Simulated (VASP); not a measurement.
GaSb, 2 atoms in the cell. Symmetry: F-43m, No. 216, cubic system. The conventional cell has a = 6.062 Å, b = 6.062 Å, c = 6.062 Å, α = 90.00°, β = 90.00°, γ = 90.00°. Within 3.5 Å of Sb (site symmetry -43m) lie 4 Ga at 2.62 Å. Within 3.5 Å of Ga (site symmetry -43m) lie 4 Sb at 2.62 Å. 

- Program: VASP 6.6.1
- Task: single point
- Functional: PBEsol
- Dispersion: D4
- Potentials or basis: VASP PAW PBE potentials, release 64 (Sb, Ga_d)
- Cutoff: 520 eV
- k mesh: 8 × 8 × 8
- Occupations: fermi-dirac, width 0.05 eV
- Spin: no spin polarisation
- Dipole correction: no
- Further INCAR settings: ALGO = Normal; EDIFF = 1e-06; NBANDS = 16

Potentials or basis: VASP PAW PBE potentials, release 64 (Sb, Ga_d).

Launch:

```bash
$ cat potpaw_PBE.64/Sb/POTCAR potpaw_PBE.64/Ga_d/POTCAR > POTCAR
$ mpirun -np 1 vasp_std > vasp.out
```

Hardware: 1 thread of Intel(R) Xeon(R) Platinum 8259CL CPU @ 2.50GHz (Skylake/Cascade Lake), with other jobs on the host.

Estimate the wall time of this run.

Wall time 27 s on 1 thread of Intel(R) Xeon(R) Platinum 8259CL CPU @ 2.50GHz (Skylake/Cascade Lake), on a shared host, peak memory 0.19 GiB. Counts: scf iterations 12, k points 29.
